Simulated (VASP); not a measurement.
A run of VASP 6.6.1 is set up as follows.

File INCAR:

```
SYSTEM = LiBr
PREC = Accurate
ENCUT = 750
EDIFF = 1E-6
ISMEAR = -1
SIGMA = 0.1
LREAL = .False.
LASPH = .True.
NELM = 120
ALGO = Normal
ISIF = 2
LWAVE = .False.
LCHARG = .False.
GGA = PS
NBANDS = 12
GGA_COMPAT = .False.
```

File KPOINTS:

```
regular mesh
0
Gamma
  10 10 10
  0 0 0
```

File POSCAR:

```
LiBr
1.0
    0.0000000000      2.7061299758      2.7061299758
    2.7061299758      0.0000000000      2.7061299758
    2.7061299758      2.7061299758      0.0000000000
Li Br
1 1
Direct
    0.0000000000      0.0000000000      0.0000000000
    0.5000000000      0.5000000000      0.5000000000
```

Potentials or basis: VASP PAW PBE potentials, release 64 (Li_sv, Br).

Launch:

```console
$ cat potpaw_PBE.64/Li_sv/POTCAR potpaw_PBE.64/Br/POTCAR > POTCAR
$ mpirun -np 1 vasp_std > vasp.out
```

Problem. Estimate the band gap on the k mesh.

Solution. 4.98 eV.

Problem. Predict the pressure.

Solution. 0.0 GPa.

Caveat: the PAW data sets were made with another functional, which shifts forces and pressure a little. A k mesh can miss the band edges.
